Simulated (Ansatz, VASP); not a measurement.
## Sn in VASP and in Ansatz

Contents of INCAR:

```
SYSTEM = Sn
ALGO     = Normal         ! electronic algorithm
EDIFF    = 1E-6           ! SCF threshold, eV
EDIFFG   = -0.05          ! ionic threshold
ENCUT    = 600            ! plane-wave cutoff, eV
GGA      = PE             ! functional
IBRION   = 2              ! ionic algorithm
ISIF     = 3              ! what is computed and relaxed
ISMEAR   = 0              ! smearing method
LASPH    = .True.         ! aspherical terms in the spheres
LCHARG   = .False.        ! write CHGCAR
LREAL    = .False.        ! projectors in reciprocal space
LWAVE    = .False.        ! write WAVECAR
NELM     = 60             ! most SCF steps
NSW      = 80             ! ionic steps
PREC     = Accurate       ! precision mode
SIGMA    = 0.1            ! smearing width, eV
```

The input KPOINTS:

```
k-points
0
Gamma
  6 6 8
  0 0 0
```

File POSCAR:

```
Sn
1.0
    4.1587154108      0.0000000000      0.0000000000
   -2.0793577054      3.6015531929      0.0000000000
    0.0000000000      0.0000000000      2.5719197868
Sn
3
Direct
    0.0000000000      0.0000000000      0.0000000000
    0.3333333333      0.6666666667      0.5000000000
    0.6666666667      0.3333333333      0.5000000000
```

Input for Ansatz:

```yaml
crystal:
  lattice:
    - [4.1587154108, 0.0, 0.0]
    - [-2.0793577054, 3.6015531929, 0.0]
    - [0.0, 0.0, 2.5719197868]
  atoms:
    - { symbol: Sn, position: [0.0, 0.0, 0.0] }
    - { symbol: Sn, position: [0.3333333333, 0.6666666667, 0.5] }
    - { symbol: Sn, position: [0.6666666667, 0.3333333333, 0.5] }
basis:
  ecutwfc: 420
kpoints:
  mp_grid: { grid: [6, 6, 8] }
hamiltonian:
  xc: pbe
scf:
  occupations: { method: gaussian, width: 0.1 }
output:
  forces: true
  stress: true
  eigenvalues: true
relax:
  adjacent_minimum: "off"
  f_tol: 0.05
  max_steps: 60
  cell: { stress_tol: 0.5 }
```

Alike in both runs: task relaxation of cell and atoms; functional PBE; k mesh 6 × 6 × 8; occupations gaussian, width 0.1 eV; no spin polarisation.

|  | VASP | Ansatz |
| --- | --- | --- |
| version | VASP 6.6.1 | Ansatz 0.2.0 |
| potentials or method | VASP PAW PBE potentials, release 64 (Sn_d), cutoff 600 eV | scalar-relativistic, plane waves, PAW |
| valence electrons in the cell | 42 | 42 |

Ansatz gave:

- gap on the k mesh at the Fermi level, each at its own relaxed structure (eV): none
- relaxed volume (Å³/atom): 27.76
- relaxed length of the cell vector where the two differ most in proportion (Å): 5.456

Estimate VASP's values.

gap on the k mesh at the Fermi level, each at its own relaxed structure (eV): none; relaxed volume (Å³/atom): 27.63; relaxed length of the cell vector where the two differ most in proportion (Å): 5.446.

A gap of «none» marks a metal or a gap that the smearing closes.

Noted on VASP's run: the volume moved by over 15 % at a fixed basis, so the end points are rough.
